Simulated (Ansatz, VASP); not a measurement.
RbBr in VASP and in Ansatz

```
Rb Br
1.0
     0.08074    3.95024    3.95024
     3.95024    0.08074    3.95024
     3.95024    3.95024    0.08074
Rb Br
1 1
Direct
  0.00228 0.00228 0.00228
  0.24772 0.24772 0.24772
```

Change from the starting cell: shear_111 strain +3.1%.

Alike in both runs: task single point; functional PBE; k mesh 6 × 6 × 6; occupations fermi-dirac, width 0.02 eV; no spin polarisation.

|  | VASP | Ansatz |
| --- | --- | --- |
| version | VASP 6.6.1 | Ansatz 0.2.0 |
| potentials or method | VASP PAW PBE potentials, release 64 (Rb_sv, Br) | plane waves, PAW |
| plane-wave cutoff (eV) | 520 | 420 |
| valence electrons in the cell | 16 | 16 |

|  | VASP | Ansatz | Ansatz less VASP |
| --- | --- | --- | --- |
| gap on the k mesh at the Fermi level (eV) | 4.02 | 4.02 | 0.000 |
| pressure (GPa) | -0.1 | -0.1 | -0.01 |
